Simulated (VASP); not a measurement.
Set up this calculation in VASP 6.6.1, as the native input.

```
Task                   : single point
Functional             : r2SCAN
Potentials or basis    : VASP PAW PBE potentials, release 64 (Li_sv, H)
Cutoff                 : 520 eV
k mesh                 : 10 × 10 × 10
Occupations            : gaussian, width 0.01 eV
Spin                   : no spin polarisation
Dipole correction      : no
Further INCAR settings : ALGO = Normal; EDIFF = 1e-06; NBANDS = 9
```

Crystal: LiH.

```
Li H
1.0
     0.00000    1.99847    1.99847
     1.98229    0.00000    1.99847
     1.98229    1.99847    0.00000
Li H
1 1
Direct
  0.00000 0.00000 0.00000
  0.50000 0.50000 0.50000
```

This cell differs from its parent crystal: uniaxial x strain -0.8%.

One way to write it, as run:

POSCAR

```
LiH
1.0
    0.0000000000      1.9984726927      1.9984726927
    1.9822850639      0.0000000000      1.9984726927
    1.9822850639      1.9984726927      0.0000000000
Li H
1 1
Direct
    0.0000000000      0.0000000000      0.0000000000
    0.5000000000      0.5000000000      0.5000000000
```

INCAR.step1

```
ALGO = Normal
EDIFF = 1E-4
ENCUT = 520
GGA = PE
ISMEAR = 0
LASPH = True
LCHARG = False
LREAL = False
LWAVE = True
NBANDS = 9
NELM = 80
PREC = Accurate
SIGMA = 0.01
```

INCAR.step2

```
ALGO = Normal
EDIFF = 1E-6
ENCUT = 520
ISIF = 2
ISMEAR = 0
ISTART = 1
LASPH = True
LCHARG = True
LELF = True
LMIXTAU = True
LREAL = False
LVHAR = True
LWAVE = False
METAGGA = R2SCAN
NBANDS = 9
NELM = 80
PREC = Accurate
SIGMA = 0.01
```

KPOINTS

```
k-points
0
Gamma
  10 10 10
```

Potentials or basis: VASP PAW PBE potentials, release 64 (Li_sv, H).

Run with:

```bash
$ cat potpaw_PBE.64/Li_sv/POTCAR potpaw_PBE.64/H/POTCAR > POTCAR
$ cp INCAR.step1 INCAR
$ mpirun -np 1 vasp_std > vasp.out
$ cp INCAR.step2 INCAR
$ mpirun -np 1 vasp_std > vasp.out
```

It gave:

```yaml
Band_gap_on_the_k_mesh: 3.49 eV, indirect (least direct gap 3.55 eV)
```

Caveat: the cell differs from its parent crystal (uniaxial x strain -0.8%).

Wall time 41 s on 1 thread of Intel(R) Xeon(R) Platinum 8488C (Sapphire Rapids) (shared host), peak memory 0.14 GiB.
